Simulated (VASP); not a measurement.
SiC (wurtzite type): single point with PBE

The system is SiC (wurtzite type).

```xyz
4
Lattice="2.7055 0.0000 0.0000 -1.3528 2.3431 0.0000 0.0000 0.0000 4.3941" Properties=species:S:1:pos:R:3 pbc="T T T"
Si    0.0000    1.5620   -0.0046
Si    1.3528    0.7810    2.1924
C     0.0000    1.5620    1.6568
C     1.3528    0.7810    3.8539
```

```yaml
Program: VASP 6.6.1
Task: single point
Functional: PBE
Potentials_or_basis: VASP PAW PBE potentials, release 64 (Si, C)
Cutoff: 520 eV
k_mesh: 13 × 13 × 7
Occupations: fermi-dirac, width 0.05 eV
Spin: no spin polarisation
```

The pressure is 189.7 GPa and the largest force is 0.004 eV/Å. The band gap on the k mesh is 1.62 eV, indirect (least direct gap 4.75 eV).

Forces in eV/Å, atoms in the order of the input:
```
Si   0.000  0.000 -0.004
Si   0.000  0.000 -0.004
C    0.000  0.000  0.004
C    0.000  0.000  0.004
```

Levels at points of the mesh, in eV from the valence-band top:
```tsv
k point	band 4	band 5	band 6	band 7	band 8	band 9	band 10	band 11	band 12	band 13
(0.00, 0.00, 0.00)	-1.57	-1.57	-0.10	-0.10	0.00	8.36	9.25	9.25	10.57	11.66
```

Wall time 15 s on 1 thread of AMD EPYC 9R45 96-Core Processor (Zen 5) (shared host), peak memory 0.12 GiB.

A k mesh can miss the band edges.
